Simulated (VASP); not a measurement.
Input of a VASP 6.6.1 run:

File POSCAR:

```
TlCl
1.0
    3.8370137808      0.0000000000      0.0000000000
    0.0000000000      3.8370137808      0.0000000000
    0.0000000000      0.0000000000      3.8370137808
Tl Cl
1 1
Direct
    0.0000000000      0.0000000000      0.0000000000
    0.5000000000      0.5000000000      0.5000000000
```

The input INCAR.step1:

```
SYSTEM = TlCl
  PREC = Accurate
  ENCUT = 550
  ISMEAR = -1
  SIGMA = 0.1
  LREAL = .False.
  LASPH = .True.
  NELM = 120
  NBANDS = 17
  GGA = PE
  ALGO = Normal
  EDIFF = 1E-5
  LWAVE = .True.
  LCHARG = .False.
  GGA_COMPAT = .False.
```

The input INCAR.step2:

```
SYSTEM = TlCl
  PREC = Accurate
  ENCUT = 550
  EDIFF = 1E-6
  ISMEAR = -1
  SIGMA = 0.1
  LREAL = .False.
  LASPH = .True.
  NELM = 120
  ALGO = Normal
  ISIF = 2
  LWAVE = .False.
  LCHARG = .False.
  METAGGA = R2SCAN
  LMIXTAU = .True.
  NBANDS = 17
  ISTART = 1
  GGA_COMPAT = .False.
```

KPOINTS

```
Automatic mesh
0
Gamma
  10 10 10
  0 0 0
```

Potentials or basis: VASP PAW PBE potentials, release 64 (Tl_d, Cl).

The run is started by

```bash
$ cat potpaw_PBE.64/Tl_d/POTCAR potpaw_PBE.64/Cl/POTCAR > POTCAR
$ cp INCAR.step1 INCAR
$ mpirun -np 1 vasp_std > vasp.out
$ cp INCAR.step2 INCAR
$ mpirun -np 1 vasp_std > vasp.out
```

Question: Predict the pressure.

Answer: 0.0 GPa.

Question: What does it give for the band gap on the k mesh?

Answer: 2.51 eV, direct.

Caveat: the PAW data sets were made with another functional, which shifts forces and pressure a little; spin-orbit coupling is left out, which moves the levels of the heavy elements. A k mesh can miss the band edges.
